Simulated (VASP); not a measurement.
Wanted: the native input for a VASP 6.6.1 run.

* Task: single point
* Functional: PBE
* Potentials or basis: VASP PAW PBE potentials, release 64 (Bi_d, Te)
* Cutoff: 520 eV
* k mesh: 9 × 9 × 1
* Occupations: gaussian, width 0.1 eV
* Spin: no spin polarisation
* Dipole correction: yes
* Further INCAR settings: ALGO = Normal; EDIFF = 1e-06; NBANDS = 59

The structure of Bi2Te3 lies in POSCAR:

```
Bi2Te3
1.0
    4.4688133036      0.0000000000      0.0000000000
   -2.2344066518      3.8701058457      0.0000000000
    0.0000000000      0.0000000000     39.4659164882
Bi Te
4 6
Direct
    0.6666666667      0.3333333333      0.2787215141
    0.0000000000      0.0000000000      0.4715271933
    0.3333333333      0.6666666667      0.5284728067
    0.6666666667      0.3333333333      0.7212784859
    0.0000000000      0.0000000000      0.3241170189
    0.3333333333      0.6666666667      0.3751247301
    0.6666666667      0.3333333333      0.4261314215
    0.6666666667      0.3333333333      0.5738683115
    0.0000000000      0.0000000000      0.6248760227
    0.3333333333      0.6666666667      0.6758827141
```

One way to write it, as run:

INCAR

```
ALGO = Normal
DIPOL = 0.5 0.5 0.500
EDIFF = 1E-6
ENCUT = 520
GGA = PE
IDIPOL = 3
ISIF = 2
ISMEAR = 0
LASPH = True
LCHARG = False
LDIPOL = True
LREAL = False
LWAVE = False
NBANDS = 59
NELM = 60
PREC = Accurate
SIGMA = 0.1
```

KPOINTS

```
k-points
0
Gamma
  9 9 1
```

Potentials or basis: VASP PAW PBE potentials, release 64 (Bi_d, Te).

Launch:

```bash
$ cat potpaw_PBE.64/Bi_d/POTCAR potpaw_PBE.64/Te/POTCAR > POTCAR
$ mpirun -np 1 vasp_std > vasp.out
```

It gave:

```
Largest force          : 0.336 eV/Å
Band gap on the k mesh : zero (band 48 reaches 0.97 eV, above the bottom of band 49 at 0.84 eV)
```

Caveat: spin-orbit coupling is left out, which moves the levels of the heavy elements.

Run time: 19 min on 1 thread of Intel(R) Xeon(R) 6975P-C (Granite Rapids) (shared host), peak memory 0.92 GiB.
